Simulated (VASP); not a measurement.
# Ge3N (R-3m) in VASP: a series of runs

Runs on Ge3N. Level: PBE. Tasks: relaxation of cell and atoms, single point.

Everything below comes from runs of VASP 6.6.1. Logs are shortened: lines on timing, memory, paths and dates and some standing lists are left out, and cuts for length are marked.

**1. The cell of the first run**

The structure is trigonal, space group R-3m (No. 166). Conventional cell: a = 5.224 Å, b = 5.224 Å, c = 10.111 Å, α = 90.00°, β = 90.00°, γ = 120.00°. Within 3.0 Å of Ge (site symmetry 2/m) lie 2 N at 2.26 Å and 4 Ge at 2.61 Å. Within 3.0 Å of N (site symmetry -3m) lie 6 Ge at 2.26 Å.

The cell was built from a structure type or drawn by symmetry, and may not be a known phase.

**2. Relaxation of cell and atoms, PBE**

File INCAR:

```
SYSTEM = Ge3N
PREC = Accurate
ENCUT = 600
EDIFF = 1E-6
ISMEAR = 0
SIGMA = 0.1
LREAL = .FALSE.
LASPH = .TRUE.
NELM = 80
ALGO = Normal
ISIF = 3
LWAVE = .FALSE.
LCHARG = .FALSE.
GGA = PE
IBRION = 2
NSW = 100
EDIFFG = -0.01
```

File KPOINTS:

```
regular mesh
0
G
  12 12 12
  0 0 0
```

File POSCAR:

```
Ge3N
1.0
    2.6120140120      1.5080469930      3.3701784442
   -2.6120140120      1.5080469930      3.3701784442
    0.0000000000     -3.0160939859      3.3701784442
Ge N
3 1
Direct
    0.5000000000      0.5000000000      0.0000000000
    0.0000000000      0.5000000000      0.5000000000
    0.5000000000      0.0000000000      0.5000000000
    0.5000000000      0.5000000000      0.5000000000
```

Potentials or basis: VASP PAW PBE potentials, release 64 (Ge_d, N).

The run is started by

```bash
$ cat potpaw_PBE.64/Ge_d/POTCAR potpaw_PBE.64/N/POTCAR > POTCAR
$ mpirun -np 1 vasp_std > vasp.out
```

OUTCAR:

```text
SYSTEM = Ge3N
   PREC = Accurate
   ENCUT = 600
   EDIFF = 1E-6
   ISMEAR = 0
   LREAL = .FALSE.
   LASPH = .TRUE.
   NELM = 80
   ISIF = 3
   GGA = PE
   IBRION = 2
   NSW = 100
   EDIFFG = -0.01

 ion  position               nearest neighbor table
   1  0.500  0.500  0.000-   4 2.26   4 2.26   3 2.61   2 2.61   3 2.61   2 2.61
   2  0.000  0.500  0.500-   4 2.26   4 2.26   3 2.61   3 2.61   1 2.61   1 2.61
   3  0.500  0.000  0.500-   4 2.26   4 2.26   2 2.61   2 2.61   1 2.61   1 2.61
   4  0.500  0.500  0.500-   1 2.26   1 2.26   3 2.26   2 2.26   3 2.26   2 2.26

  LATTYP: Found a trigonal (rhomboedric) cell.
 ALAT       =     4.5227122037
 COS(alpha) =     0.3329120520

  Lattice vectors:

 A1 = (   2.6120140120,   1.5080469930,   3.3701784442)
 A2 = (  -2.6120140120,   1.5080469930,   3.3701784442)
 A3 = (   0.0000000000,  -3.0160939859,   3.3701784442)

Analysis of symmetry for initial positions (statically):
=====================================================================
 Subroutine PRICEL returns:
 Original cell was already a primitive cell.

 Routine SETGRP: Setting up the symmetry group for a
 trigonal (rhombohedral) supercell.

 Subroutine GETGRP returns: Found 12 space group operations
 (whereof 12 operations were pure point group operations)
 out of a pool of 12 trial point group operations.

The static configuration has the point symmetry D_3d.

Analysis of symmetry for dynamics (positions and initial velocities):
=====================================================================
 Subroutine PRICEL returns:
 Original cell was already a primitive cell.

 Routine SETGRP: Setting up the symmetry group for a
 trigonal (rhombohedral) supercell.

 Subroutine GETGRP returns: Found 12 space group operations
 (whereof 12 operations were pure point group operations)
 out of a pool of 12 trial point group operations.

The dynamic configuration has the point symmetry D_3d.

 Subroutine INISYM returns: Found 12 space group operations
 (whereof 12 operations are pure point group operations),
 and found     1 'primitive' translations

----------------------------------------------------------------------------------------

                                     Primitive cell

  volume of cell :      79.6516

  direct lattice vectors                    reciprocal lattice vectors
     2.612014012  1.508046993  3.370178444     0.191423169  0.110518218  0.098906731
    -2.612014012  1.508046993  3.370178444    -0.191423169  0.110518218  0.098906731
     0.000000000 -3.016093986  3.370178444     0.000000000 -0.221036436  0.098906731

  length of vectors
     4.522712204  4.522712204  4.522712204     0.242156246  0.242156246  0.242156246

  position of ions in fractional coordinates (direct lattice)
     0.500000000  0.500000000  0.000000000
     0.000000000  0.500000000  0.500000000
     0.500000000  0.000000000  0.500000000
     0.500000000  0.500000000  0.500000000

  ion indices of the primitive-cell ions
   primitive index   ion index
                 1           1
                 2           2
                 3           3
                 4           4

----------------------------------------------------------------------------------------

 KPOINTS: regular mesh

Automatic generation of k-mesh.
 Grid dimensions read from file:
 generate k-points for:   12   12   12

 Generating k-lattice:

  Cartesian coordinates                     Fractional coordinates (reciprocal lattice)
     0.015951931  0.009209852  0.008242228     0.083333333  0.000000000  0.000000000
    -0.015951931  0.009209852  0.008242228     0.000000000  0.083333333  0.000000000
     0.000000000 -0.018419703  0.008242228     0.000000000  0.000000000  0.083333333

  Length of vectors
     0.020179687  0.020179687  0.020179687

  Shift w.r.t. Gamma in fractional coordinates (k-lattice)
     0.000000000  0.000000000  0.000000000

 Subroutine IBZKPT returns following result:
 ===========================================

 Found    189 irreducible k-points:

 Following reciprocal coordinates:
            Coordinates               Weight
  0.000000  0.000000  0.000000      1.000000
  0.083333 -0.000000 -0.000000      6.000000
  0.166667 -0.000000 -0.000000      6.000000
  0.250000 -0.000000 -0.000000      6.000000
  0.333333 -0.000000 -0.000000      6.000000
  0.416667  0.000000  0.000000      6.000000
[... 16 lines left out ...]
  0.500000  0.166667 -0.000000     12.000000
 -0.416667  0.166667 -0.000000     12.000000
 [... further k-points ...]
   k-points           NKPTS =    189   k-points in BZ     NKDIM =    189   number of bands    NBANDS=     28
   number of dos      NEDOS =    301   number of ions     NIONS =      4
   total plane-waves  NPLWV =  46656
   dimension x,y,z NGX =    36 NGY =   36 NGZ =   36
   dimension x,y,z NGXF=    72 NGYF=   72 NGZF=   72
   ions per type =               3   1
   NGX,Y,Z   is equivalent  to a cutoff of  13.23, 13.23, 13.23 a.u.
   NGXF,Y,Z  is equivalent  to a cutoff of  26.47, 26.47, 26.47 a.u.
 SYSTEM =  Ge3N
   PREC   = accura    normal or accurate (medium, high low for compatibility)
   ISTART =      0    job   : 0-new  1-cont  2-samecut
   ICHARG =      2    charge: 1-file 2-atom 10-const
   ISPIN  =      1    spin polarized calculation?
   LNONCOLLINEAR =      F non collinear calculations
   LSORBIT =      F    spin-orbit coupling
   LASPH  =      T    aspherical Exc in radial PAW
   ENCUT  =  600.0 eV  44.10 Ry    6.64 a.u.   9.03  9.03  9.03*2*pi/ulx,y,z
   NELM   =     80;   NELMIN=  2; NELMDL= -5     # of ELM steps
   EDIFF  = 0.1E-05   stopping-criterion for ELM
   LREAL  =      F    real-space projection
   EDIFFG = -.1E-01   stopping-criterion for IOM
   NSW    =    100    number of steps for IOM
   IBRION =      2    ionic relax: 0-MD 1-quasi-New 2-CG
   NFREE  =      1    steps in history (QN), initial steepest desc. (CG)
   ISIF   =      3    stress and relaxation
   ISYM   =      2    0-nonsym 1-usesym 2-fastsym
   POTIM  = 0.5000    time-step for ionic-motion
   TEBEG  =    0.0;   TEEND  =   0.0 temperature during run
   PSTRESS=    0.0 pullay stress
   NELECT =      47.0000    total number of electrons
   NUPDOWN=      -1.0000    fix difference up-down
   EMIN   =  10.00;   EMAX   =-10.00  energy-range for DOS
   EFERMI =   0.00;   METHOD = LEGACY
   ISMEAR =     0;   SIGMA  =   0.10  broadening in eV -4-tet -1-fermi 0-gaus
   EFERMI_NEDOS =   21; number of points for ismear=-14 and -15
   IALGO  =     38    algorithm
   IMIX   =      4    mixing-type and parameters
     AMIX     =   0.40;   BMIX     =  1.00
     AMIX_MAG =   1.60;   BMIX_MAG =  1.00
  volume/ion in A,a.u.               =      19.91       134.38
  Fermi-wavevector in a.u.,A,eV,Ry     =   1.373122  2.594825 25.653313  1.885465
  Thomas-Fermi vector in A             =   2.498668
   LORBIT       =      0    0 simple, 1 ext, 2 COOP (PROOUT), +10 PAW based schemes
   GGA     = PE    functional components
   LHFCALC =     F    Hartree Fock is set to
   AEXX    =    0.0000 exact exchange contribution
   IVDW    =     0    specifies the selected vdW correction
   LEPSILON=     F    determine dielectric tensor
   LRPA    =     F    only Hartree local field effects (RPA)
 conjugate gradient relaxation of ions
 non-spin polarized calculation
 Gauss-broadening in eV      SIGMA  =   0.10
  energy-cutoff  :      600.00
  volume of cell :       79.65
 maximum number of plane-waves:      2714
   NGX = 19   NGY = 19   NGZ = 19

--------------------------------------- Ionic step        1  -------------------------------------------

 number of electron      47.0000065 magnetization

 Free energy of the ion-electron system (eV)
  ---------------------------------------------------
  ext. energy  EPLUGINS =         0.00000000
  ---------------------------------------------------
  free energy    TOTEN  =       -18.23148107 eV

  energy without entropy =      -18.21925638  energy(sigma->0) =      -18.22536872

------------------------ aborting loop because EDIFF is reached ----------------------------------------

  FORCE on cell =-STRESS in cart. coord.  units (eV):
  Direction    XX          YY          ZZ          XY          YZ          ZX
  --------------------------------------------------------------------------------------
  -------------------------------------------------------------------------------------
  Total       -0.1666619     -0.1666619      0.1997901      0.0000000      0.0000000      0.0000000
  in kB       -3.3523732     -3.3523732      4.0187402      0.0000000      0.0000000      0.0000000
  external PRESSURE =      -0.8953354 kB  Pullay stress =       0.0000000 kB
[... 61 lines left out ...]
  energy  without entropy=      -18.2200556442  energy(sigma->0) =      -18.22618152

--------------------------------------- Ionic step        3  -------------------------------------------

 number of electron      47.0000056 magnetization

 E-fermi :   4.1491     XC(G=0):  -9.8870

 val. band max:        4.1447831822   @ k =  -0.1667  -0.1667   0.0833
 cond. band min:       4.1557640378   @ k =  -0.3333   0.3333   0.0000
 fundamental gap:      0.0109808556
 Fermi energy:         4.1491299296

 k-point     1 :       0.0000    0.0000    0.0000
  band No.  band energies     occupation
      1     -20.6458      2.00000
      2     -20.5753      2.00000
      3     -20.5753      2.00000
      4     -20.5641      2.00000
      5     -20.4478      2.00000
      6     -20.4451      2.00000
[... 808 lines left out ...]
  energy  without entropy=      -18.2202227087  energy(sigma->0) =      -18.22639815

--------------------------------------- Ionic step        5  -------------------------------------------

 number of electron      47.0000056 magnetization

 Free energy of the ion-electron system (eV)
  ---------------------------------------------------
  ext. energy  EPLUGINS =         0.00000000
  ---------------------------------------------------
  free energy    TOTEN  =       -18.23257179 eV

  energy without entropy =      -18.22023912  energy(sigma->0) =      -18.22640545

 E-fermi :   4.1308     XC(G=0):  -9.8775

 val. band max:        4.1294890715   @ k =  -0.3333   0.2500   0.0000
 cond. band min:       4.1376945268   @ k =  -0.3333   0.3333   0.0000
 fundamental gap:      0.0082054553
 Fermi energy:         4.1308363693

 k-point     1 :       0.0000    0.0000    0.0000
  band No.  band energies     occupation
      1     -20.6611      2.00000
      2     -20.5910      2.00000
      3     -20.5910      2.00000
      4     -20.5793      2.00000
      5     -20.4640      2.00000
      6     -20.4612      2.00000
[... 766 lines left out ...]
  FREE ENERGIE OF THE ION-ELECTRON SYSTEM (eV)
  ---------------------------------------------------
  free  energy   TOTEN  =       -18.2325717904 eV

  energy  without entropy=      -18.2202391168  energy(sigma->0) =      -18.22640545

 reached required accuracy - stopping structural energy minimisation
```

It took 16 min on 1 thread of AMD EPYC 7R13 (Zen 3), shared host; peak memory 0.5 GiB.

Results:

```yaml
Free_energy: -18.2326 eV
Relaxed_volume: 19.89 Å³/atom
Relaxed_cell: a = 4.530 Å, b = 4.530 Å, c = 4.530 Å, α = 70.16°, β = 70.16°, γ = 70.16°
Space_group_after_relaxing_to_0.1_Å: R-3m (No. 166)
Energy_gained_by_relaxing: 0.3 meV/atom
Ionic_steps: 5
Pressure_after_relaxing: 0.0 GPa
Band_gap_on_the_k_mesh: zero (an odd number of electrons rules out a gap without spin polarisation)
```

Step by step:
```
step  energy change (eV)  largest force (eV/Å)  pressure (GPa)  volume (Å³)
   1              0.0000                0.0000           -0.09        79.65
   2             -0.0008                0.0000            0.03        79.52
   3             -0.0010                0.0000            0.13        79.42
   4             -0.0011                0.0000           -0.11        79.62
   5             -0.0011                0.0000            0.03        79.57
```

Final structure:
```xyz
4
Lattice="2.6034 1.5031 3.3889 -2.6034 1.5031 3.3889 0.0000 -3.0062 3.3889" Properties=species:S:1:pos:R:3 pbc="T T T"
Ge    0.0000    1.5031    3.3889
Ge   -1.3017   -0.7515    3.3889
Ge    1.3017   -0.7515    3.3889
N     0.0000    0.0000    5.0834
```

[end of part 1 of 4]
